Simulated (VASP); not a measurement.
# Sb4MoPd3 in VASP: single point with PBEsol

Aim: the single point of Sb4MoPd3 with PBEsol.

Everything below comes from runs of VASP 6.6.1. Logs are shortened: lines on timing, memory, paths and dates and some standing lists are left out, and cuts for length are marked.

## (1) The cell of the first run

The typed cell holds 8 atoms: a = 4.128 Å, b = 3.521 Å, c = 10.477 Å, α = 90.00°, β = 90.00°, γ = 90.00°.

## (2) Single point, PBEsol

INCAR reads:

```
SYSTEM = Sb4MoPd3
PREC = Accurate
ENCUT = 520
EDIFF = 1E-6
ISMEAR = -1
SIGMA = 0.05
LREAL = .False.
LASPH = .True.
NELM = 80
ALGO = Normal
ISIF = 2
LWAVE = .False.
LCHARG = .True.
GGA = PS
LELF = .True.
LVHAR = .True.
NBANDS = 42
```

KPOINTS reads:

```
regular mesh
0
Gamma
  4 6 2
  0 0 0
```

POSCAR reads:

```
Sb4MoPd3
1.0
    4.1277316778     -0.0002740018     -0.0000413295
    0.0001666469      3.5210726594      0.0001542227
   -0.0001050392     -0.0007677981     10.4766320425
Sb Mo Pd
4 1 3
Direct
    0.0146466086      0.0087061086      0.3509005261
    0.0146230568      0.5086928273      0.8668081483
    0.5146213712      0.5087001466      0.1552237957
    0.5146632480      0.0086895242      0.6408551555
    0.0146252372      0.0086870891      0.0779766867
    0.0146725730      0.5086854476      0.5994703705
    0.5146508205      0.5087054022      0.4176644622
    0.5146213422      0.0087006034      0.8985892809
```

Potentials or basis: VASP PAW PBE potentials, release 64 (Sb, Mo_sv, Pd).

Launch:

```bash
$ cat potpaw_PBE.64/Sb/POTCAR potpaw_PBE.64/Mo_sv/POTCAR potpaw_PBE.64/Pd/POTCAR > POTCAR
$ mpirun -np 1 vasp_std > vasp.out
```

OUTCAR:

```text
SYSTEM = Sb4MoPd3
   PREC = Accurate
   ENCUT = 520
   EDIFF = 1E-6
   ISMEAR = -1
   LREAL = .False.
   LASPH = .True.
   NELM = 80
   ISIF = 2
   GGA = PS

 ion  position               nearest neighbor table
   1  0.015  0.009  0.351-   7 2.80   7 2.80   7 2.80   7 2.80   5 2.86   6 3.14   6 3.14   3 3.40
                             3 3.40   3 3.40   3 3.40   4 3.67   4 3.67
   2  0.015  0.509  0.867-   8 2.73   8 2.73   8 2.73   8 2.73   6 2.80   5 2.83   5 2.83   4 3.60
                             4 3.60   4 3.60   4 3.60   3 3.66   3 3.66
   3  0.515  0.509  0.155-   7 2.75   5 2.83   5 2.83   5 2.83   5 2.83   8 3.21   8 3.21   1 3.40
                             1 3.40   1 3.40   1 3.40   2 3.66   2 3.66
   4  0.515  0.009  0.641-   8 2.70   6 2.75   6 2.75   6 2.75   6 2.75   7 2.93   7 2.93   2 3.60
                             2 3.60   2 3.60   2 3.60   1 3.67   1 3.67
   5  0.015  0.009  0.078-   8 2.79   8 2.79   2 2.83   2 2.83   3 2.83   3 2.83   3 2.83   3 2.83
                             1 2.86
   6  0.015  0.509  0.599-   4 2.75   4 2.75   4 2.75   4 2.75   2 2.80   7 2.81   7 2.81   1 3.14
                             1 3.14
   7  0.515  0.509  0.418-   3 2.75   1 2.80   1 2.80   1 2.80   1 2.80   6 2.81   6 2.81   4 2.93
                             4 2.93
   8  0.515  0.009  0.899-   4 2.70   2 2.73   2 2.73   2 2.73   2 2.73   5 2.79   5 2.79   3 3.21
                             3 3.21

  LATTYP: Found a simple monoclinic cell.
 ALAT       =     5.4255576147
 B/A-ratio  =     1.9309779409
 C/A-ratio  =     1.6542192574
 COS(beta)  =    -0.9544181719

  Lattice vectors:

 A1 = (  -4.1275650309,   3.5213466612,   0.0001955522)
 A2 = (  -0.0001050392,  -0.0007677981,  10.4766320425)
 A3 = (   8.2552967087,  -3.5216206630,  -0.0002368817)

Analysis of symmetry for initial positions (statically):
=====================================================================
 Subroutine PRICEL returns:
 Original cell was already a primitive cell.

 Routine SETGRP: Setting up the symmetry group for a
 simple monoclinic supercell.

 Subroutine GETGRP returns: Found  1 space group operations
 (whereof  1 operations were pure point group operations)
 out of a pool of  4 trial point group operations.

The static configuration has the point symmetry C_1 .

Analysis of symmetry for dynamics (positions and initial velocities):
=====================================================================
 Subroutine PRICEL returns:
 Original cell was already a primitive cell.

 Routine SETGRP: Setting up the symmetry group for a
 simple monoclinic supercell.

 Subroutine GETGRP returns: Found  1 space group operations
 (whereof  1 operations were pure point group operations)
 out of a pool of  4 trial point group operations.

The dynamic configuration has the point symmetry C_1 .

 Subroutine INISYM returns: Found  1 space group operations
 (whereof  1 operations are pure point group operations),
 and found     1 'primitive' translations

----------------------------------------------------------------------------------------

                                     Primitive cell

  volume of cell :     152.2678

  direct lattice vectors                    reciprocal lattice vectors
     4.127731678 -0.000274002 -0.000041329     0.242263809 -0.000011466  0.000002428
     0.000166647  3.521072659  0.000154223     0.000018853  0.284004362  0.000020814
    -0.000105039 -0.000767798 10.476632043     0.000000955 -0.000004181  0.095450522

  length of vectors
     4.127731687  3.521072667 10.476632071     0.242263809  0.284004363  0.095450522

  position of ions in fractional coordinates (direct lattice)
     0.014646609  0.008706109  0.350900526
     0.014623057  0.508692827  0.866808148
     0.514621371  0.508700147  0.155223796
     0.514663248  0.008689524  0.640855155
     0.014625237  0.008687089  0.077976687
     0.014672573  0.508685448  0.599470371
     0.514650821  0.508705402  0.417664462
     0.514621342  0.008700603  0.898589281

  ion indices of the primitive-cell ions
   primitive index   ion index
                 1           1
                 2           2
                 3           3
                 4           4
                 5           5
                 6           6
                 7           7
                 8           8

----------------------------------------------------------------------------------------

 KPOINTS: regular mesh

Automatic generation of k-mesh.
 Grid dimensions read from file:
 generate k-points for:    4    6    2

 Generating k-lattice:

  Cartesian coordinates                     Fractional coordinates (reciprocal lattice)
     0.060565952 -0.000002867  0.000000607     0.250000000  0.000000000  0.000000000
     0.000003142  0.047334060  0.000003469    -0.000000000  0.166666667  0.000000000
     0.000000478 -0.000002090  0.047725261     0.000000000  0.000000000  0.500000000

  Length of vectors
     0.060565952  0.047334061  0.047725261

  Shift w.r.t. Gamma in fractional coordinates (k-lattice)
     0.000000000  0.000000000  0.000000000

 Subroutine IBZKPT returns following result:
 ===========================================

 Found     28 irreducible k-points:

 Following reciprocal coordinates:
            Coordinates               Weight
  0.000000  0.000000  0.000000      1.000000
  0.250000 -0.000000  0.000000      2.000000
  0.500000 -0.000000  0.000000      1.000000
  0.000000  0.166667  0.000000      2.000000
  0.250000  0.166667  0.000000      2.000000
  0.500000  0.166667  0.000000      2.000000
[... 16 lines left out ...]
  0.250000  0.333333  0.500000      2.000000
  0.500000  0.333333  0.500000      2.000000
 [... further k-points ...]
   k-points           NKPTS =     28   k-points in BZ     NKDIM =     28   number of bands    NBANDS=     42
   number of dos      NEDOS =    301   number of ions     NIONS =      8
   total plane-waves  NPLWV =  71680
   dimension x,y,z NGX =    32 NGY =   28 NGZ =   80
   dimension x,y,z NGXF=    64 NGYF=   56 NGZF=  160
   ions per type =               4   1   3
   NGX,Y,Z   is equivalent  to a cutoff of  12.89, 13.22, 12.69 a.u.
   NGXF,Y,Z  is equivalent  to a cutoff of  25.78, 26.44, 25.39 a.u.
 SYSTEM =  Sb4MoPd3
   PREC   = accura    normal or accurate (medium, high low for compatibility)
   ISTART =      0    job   : 0-new  1-cont  2-samecut
   ICHARG =      2    charge: 1-file 2-atom 10-const
   ISPIN  =      1    spin polarized calculation?
   LNONCOLLINEAR =      F non collinear calculations
   LSORBIT =      F    spin-orbit coupling
   LASPH  =      T    aspherical Exc in radial PAW
   ENCUT  =  520.0 eV  38.22 Ry    6.18 a.u.   7.67  6.55 19.48*2*pi/ulx,y,z
   NELM   =     80;   NELMIN=  2; NELMDL= -5     # of ELM steps
   EDIFF  = 0.1E-05   stopping-criterion for ELM
   LREAL  =      F    real-space projection
   EDIFFG = 0.1E-04   stopping-criterion for IOM
   NSW    =      0    number of steps for IOM
   IBRION =     -1    ionic relax: 0-MD 1-quasi-New 2-CG
   NFREE  =      0    steps in history (QN), initial steepest desc. (CG)
   ISIF   =      2    stress and relaxation
   ISYM   =      2    0-nonsym 1-usesym 2-fastsym
   POTIM  = 0.5000    time-step for ionic-motion
   TEBEG  =    0.0;   TEEND  =   0.0 temperature during run
   PSTRESS=    0.0 pullay stress
   NELECT =      64.0000    total number of electrons
   NUPDOWN=      -1.0000    fix difference up-down
   EMIN   =  10.00;   EMAX   =-10.00  energy-range for DOS
   EFERMI =   0.00;   METHOD = LEGACY
   ISMEAR =    -1;   SIGMA  =   0.05  broadening in eV -4-tet -1-fermi 0-gaus
   EFERMI_NEDOS =   21; number of points for ismear=-14 and -15
   IALGO  =     38    algorithm
   IMIX   =      4    mixing-type and parameters
     AMIX     =   0.40;   BMIX     =  1.00
     AMIX_MAG =   1.60;   BMIX_MAG =  1.00
  volume/ion in A,a.u.               =      19.03       128.44
  Fermi-wavevector in a.u.,A,eV,Ry     =   1.226306  2.317382 20.460793  1.503826
  Thomas-Fermi vector in A             =   2.361312
   LORBIT       =      0    0 simple, 1 ext, 2 COOP (PROOUT), +10 PAW based schemes
   GGA     = PS    functional components
   LHFCALC =     F    Hartree Fock is set to
   AEXX    =    0.0000 exact exchange contribution
   IVDW    =     0    specifies the selected vdW correction
   LEPSILON=     F    determine dielectric tensor
   LRPA    =     F    only Hartree local field effects (RPA)
 non-spin polarized calculation
  energy-cutoff  :      520.00
  volume of cell :      152.27
 maximum number of plane-waves:      4132
 NGX is ok and might be reduce to    32
   NGX = 15   NGY = 13   NGZ = 39

 number of electron      64.0000011 magnetization

 Free energy of the ion-electron system (eV)
  ---------------------------------------------------
  ext. energy  EPLUGINS =         0.00000000
  ---------------------------------------------------
  free energy    TOTEN  =       -49.81560952 eV

  energy without entropy =      -49.77990606  energy(sigma->0) =      -49.79775779

 E-fermi :  10.4774     XC(G=0): -11.9178

 val. band max:       10.4685366457   @ k =   0.5000   0.1667   0.5000
 cond. band min:      10.5149335233   @ k =   0.2500   0.5000   0.0000
 fundamental gap:      0.0463968776
 Fermi energy:        10.4773653028

 k-point     1 :       0.0000    0.0000    0.0000
  band No.  band energies     occupation
      1     -50.2359      2.00000
      2     -24.4139      2.00000
      3     -24.3734      2.00000
      4     -24.3594      2.00000
      5      -2.0250      2.00000
      6      -1.0245      2.00000
[... 34 lines left out ...]
     41      14.4006      0.00000
     42      15.1261      0.00000

 k-point     2 :       0.2500   -0.0000    0.0000
  band No.  band energies     occupation
      1     -50.2356      2.00000
      2     -24.4123      2.00000
      3     -24.3825      2.00000
      4     -24.3586      2.00000
      5      -1.4908      2.00000
      6      -0.5791      2.00000
[... 34 lines left out ...]
     41      15.3904      0.00000
     42      16.5064      0.00000

 k-point     3 :       0.5000   -0.0000    0.0000
  band No.  band energies     occupation
      1     -50.2354      2.00000
      2     -24.4106      2.00000
      3     -24.3915      2.00000
      4     -24.3578      2.00000
      5      -0.1405      2.00000
      6      -0.1241      2.00000
[... 34 lines left out ...]
     41      15.7479      0.00000
     42      16.1539      0.00000

 k-point     4 :       0.0000    0.1667    0.0000
  band No.  band energies     occupation
      1     -50.2347      2.00000
      2     -24.4364      2.00000
      3     -24.3703      2.00000
      4     -24.3566      2.00000
      5      -1.6823      2.00000
      6      -0.7232      2.00000
[... 844 lines left out ...]
     41      14.4623      0.00000
     42      14.6963      0.00000

 k-point    23 :       0.2500    0.3333    0.5000
  band No.  band energies     occupation
      1     -50.2319      2.00000
      2     -24.4794      2.00000
      3     -24.3731      2.00000
      4     -24.3499      2.00000
      5      -0.0924      2.00000
      6      -0.0337      2.00000
[... 34 lines left out ...]
     41      14.3630      0.00000
     42      14.7403      0.00000

 k-point    24 :       0.5000    0.3333    0.5000
  band No.  band energies     occupation
      1     -50.2316      2.00000
      2     -24.4778      2.00000
      3     -24.3821      2.00000
      4     -24.3489      2.00000
      5       0.6224      2.00000
      6       0.6300      2.00000
[... 34 lines left out ...]
     41      14.6353      0.00000
     42      14.8010      0.00000

 [... further k-points ...]
[... 5 lines left out ...]
  --------------------------------------------------------------------------------------
  -------------------------------------------------------------------------------------
  Total       -0.0791835     -0.0412892     -0.0723541      0.0015439      0.0008402      0.0004536
  in kB       -0.8331772     -0.4344492     -0.7613170      0.0162450      0.0088409      0.0047733
  external PRESSURE =      -0.6763145 kB  Pullay stress =       0.0000000 kB

 VOLUME and BASIS-vectors are now :
 -----------------------------------------------------------------------------
  energy-cutoff  :      520.00
  volume of cell :      152.27
      direct lattice vectors                 reciprocal lattice vectors
     4.127731678 -0.000274002 -0.000041329     0.242263809 -0.000011466  0.000002428
     0.000166647  3.521072659  0.000154223     0.000018853  0.284004362  0.000020814
    -0.000105039 -0.000767798 10.476632043     0.000000955 -0.000004181  0.095450522

 POSITION                                       TOTAL-FORCE (eV/Angst)
 -----------------------------------------------------------------------------------
      0.06042      0.03038      3.67626        -0.000066     -0.000056      0.001908
      0.06035      1.79047      9.08131        -0.000021     -0.000139     -0.013497
      2.12429      1.79091      1.62628         0.000235     -0.000186      0.009539
      2.12433      0.02996      6.71398         0.000036      0.000062      0.009004
      0.06036      0.03052      0.81693        -0.000058      0.000353      0.004609
      0.06059      1.79065      6.28051        -0.000227     -0.000013      0.004527
      2.12438      1.79073      4.37577         0.000085      0.000043     -0.006751
      2.12413      0.02980      9.41417         0.000016     -0.000064     -0.009339
 -----------------------------------------------------------------------------------
    total drift:                                0.000099      0.000013     -0.000807

  FREE ENERGIE OF THE ION-ELECTRON SYSTEM (eV)
  ---------------------------------------------------
  free  energy   TOTEN  =       -49.8156095187 eV

  energy  without entropy=      -49.7799060573  energy(sigma->0) =      -49.79775779
```

Wall time 2 min (1 thread of Intel Xeon Platinum 8375C at 2.90GHz (Ice Lake), shared host); peak memory 0.36 GiB.

Results:

| Item | Value |
| --- | --- |
| Free energy | -49.8156 eV |
| Pressure | -0.1 GPa |
| Largest force | 0.013 eV/Å |
| Band gap on the k mesh | zero (band 32 reaches 11.35 eV, above the bottom of band 33 at 9.40 eV) |

Forces on the atoms (eV/Å):
```
Sb   0.000  0.000  0.002
Sb   0.000  0.000 -0.013
Sb   0.000  0.000  0.010
Sb   0.000  0.000  0.009
Mo   0.000  0.000  0.005
Pd   0.000  0.000  0.005
Pd   0.000  0.000 -0.007
Pd   0.000  0.000 -0.009
```

Levels at points of the mesh, in eV from the Fermi level:
```tsv
k point	band 29	band 30	band 31	band 32	band 33	band 34	band 35	band 36
(0.00, 0.00, 0.00)	-0.79	-0.70	-0.14	-0.10	0.11	0.56	1.34	1.92
(0.50, 0.00, 0.00)	-1.40	-1.05	-0.26	-0.16	1.23	1.70	3.29	3.64
(0.00, 0.50, 0.00)	-1.37	-0.72	-0.35	0.87	1.23	1.44	2.52	3.05
(0.50, 0.50, 0.00)	-1.79	-1.70	-1.65	-1.54	-1.03	-0.61	0.26	0.56
(0.00, 0.00, 0.50)	-0.87	-0.83	-0.11	-0.10	0.53	0.80	0.99	1.38
(0.50, 0.00, 0.50)	-1.40	-0.72	-0.32	-0.26	1.68	1.80	2.57	2.72
(0.00, 0.50, 0.50)	-1.08	-0.37	-0.24	0.68	0.85	1.51	1.92	2.58
(0.50, 0.50, 0.50)	-1.85	-1.66	-1.57	-1.51	-1.08	-0.60	0.05	0.61
```

Caveat: the k points lie up to 0.38 Å⁻¹ apart; the PAW data sets were made with another functional, which shifts forces and pressure a little; spin-orbit coupling is left out, which moves the levels of the heavy elements.
